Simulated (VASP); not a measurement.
A run of VASP 6.6.1 is set up as follows.

The input INCAR:

```
SYSTEM = Mg2C3
ALGO = Normal
EDIFF = 1E-6
ENCUT = 520
GGA = PS
ISIF = 2
ISMEAR = 0
LASPH = .TRUE.
LCHARG = .TRUE.
LELF = .TRUE.
LREAL = .FALSE.
LVHAR = .TRUE.
LWAVE = .FALSE.
NBANDS = 16
NELM = 60
PREC = Accurate
SIGMA = 0.02
```

KPOINTS

```
k-points
0
G
  8 8 6
  0 0 0
```

Contents of POSCAR:

```
Mg2C3
1.0
    2.3522480477     -2.2732306921      0.0168930413
    2.3522480477      2.2732306921      0.0168930413
   -1.1609274270      0.0000000000      4.7315067706
Mg C
2 3
Direct
    0.8085130078      0.8085130078      0.2017959147
    0.1914869922      0.1914869922      0.7982040853
    0.2974967844      0.2974967844      0.2616501727
    0.7025032156      0.7025032156      0.7383498273
    0.5000000000      0.5000000000      0.5000000000
```

Potentials or basis: VASP PAW PBE potentials, release 64 (Mg, C).

Run with:

```bash
$ cat potpaw_PBE.64/Mg/POTCAR potpaw_PBE.64/C/POTCAR > POTCAR
$ mpirun -np 1 vasp_std > vasp.out
```

Problem. Estimate the pressure.

Solution. 7.9 GPa.

Problem. Estimate the band gap on the k mesh.

Solution. 1.75 eV, indirect (least direct gap 2.56 eV).

Problem. What does it give for the largest force?

Solution. 0.059 eV/Å.

Stress tensor (GPa, compression positive):
```
7.82 0.00 0.32
0.00 7.70 0.00
0.32 0.00 8.12
```

Caveat: the PAW data sets were made with another functional, which shifts forces and pressure a little. A k mesh can miss the band edges.
